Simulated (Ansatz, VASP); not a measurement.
# One calculation of V, two programs

```
V
1.0
    -1.46761    1.46761    1.53570
     1.46761   -1.46761    1.53570
     1.46761    1.46761   -1.53570
V
1
Direct
  0.00000 0.00000 0.00000
```

Change from the starting cell: strain -0.030 along x and y, +0.015 along z, atoms carried along.

Alike in both runs: task single point; functional PBE; k mesh 22 × 22 × 22; occupations gaussian, width 0.15 eV; no spin polarisation.

|  | VASP | Ansatz |
| --- | --- | --- |
| version | VASP 6.6.1 | Ansatz 0.2.0 |
| potentials or method | VASP PAW PBE potentials, release 64 (V_sv), cutoff 520 eV | scalar-relativistic, plane waves, PAW |
| valence electrons in the cell | 13 | 13 |

VASP gave:

```
gap on the k mesh at the Fermi level (eV)                     : none
pressure (GPa)                                                : 3.7
traceless stress, the component that is largest in VASP (GPa) : -3.96
```

Q: Estimate Ansatz's values.

A: gap on the k mesh at the Fermi level (eV): none; pressure (GPa): 3.5; traceless stress, the component that is largest in VASP (GPa): -3.96.

A gap of «none» marks a metal or a gap that the smearing closes. The functional is the same, so the differences come from potentials, cutoffs and numerics.
